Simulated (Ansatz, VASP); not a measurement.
# KTaO3 in VASP and in Ansatz

INCAR

```
  PREC = Accurate
  ENCUT = 700
  EDIFF = 1E-6
  ISMEAR = 0
  SIGMA = 0.05
  LREAL = False
  LASPH = True
  NELM = 120
  ALGO = Normal
  ISIF = 2
  LWAVE = False
  LCHARG = False
  GGA = PS
  NBANDS = 28
  GGA_COMPAT = False
```

Contents of KPOINTS:

```
Automatic mesh
0
Gamma
  8 8 8
```

File POSCAR:

```
KTaO3
1.0
    3.8611716109      0.0000000000      0.0000000000
    0.0000000000      3.8611716109      0.0000000000
    0.0000000000      0.0000000000      4.0194796469
K Ta O
1 1 3
Direct
    0.5000000000      0.5000000000      0.5000000000
    0.0000000000      0.0000000000      0.0000000000
    0.5000000000      0.0000000000      0.0000000000
    0.0000000000      0.5000000000      0.0000000000
    0.0000000000      0.0000000000      0.5000000000
```

Input for Ansatz:

```yaml
crystal:
  lattice:
    - [3.8611716109, 0.0, 0.0]
    - [0.0, 3.8611716109, 0.0]
    - [0.0, 0.0, 4.0194796469]
  atoms:
    - { symbol: K, position: [0.5, 0.5, 0.5] }
    - { symbol: Ta, position: [0.0, 0.0, 0.0] }
    - { symbol: O, position: [0.5, 0.0, 0.0] }
    - { symbol: O, position: [0.0, 0.5, 0.0] }
    - { symbol: O, position: [0.0, 0.0, 0.5] }
basis:
  ecutwfc: 520.0
kpoints:
  mp_grid: { grid: [8, 8, 8] }
hamiltonian:
  xc: pbesol
  pseudopotentials: { kind: paw }
scf:
  occupations: { method: gaussian, width: 0.05 }
output:
  forces: true
  stress: true
  eigenvalues: true
```

Alike in both runs: task single point; functional PBEsol; k mesh 8 × 8 × 8; occupations gaussian, width 0.05 eV; no spin polarisation.

```csv
,VASP,Ansatz
version,VASP 6.6.1,Ansatz 0.2.0
potentials or method,"VASP PAW PBE potentials, release 64 (K_sv, Ta_sv_GW, O), cutoff 700 eV","scalar-relativistic, plane waves, PAW"
valence electrons in the cell,40,40
```

|  | VASP | Ansatz | Ansatz less VASP |
| --- | --- | --- | --- |
| gap on the k mesh at the Fermi level (eV) | 2.20 | 2.20 | +0.009 |
| least direct gap on the mesh (eV) | 2.75 | 2.75 | +0.002 |
| pressure (GPa) | 13.6 | 13.3 | -0.39 |
| traceless stress, the component that is largest in VASP (GPa) | -12.09 | -11.92 | +0.166 |

VASP's potentials were made for PBE, not for PBEsol. The functional is the same, so the differences come from potentials, cutoffs and numerics.

Neither program's run includes spin-orbit coupling.
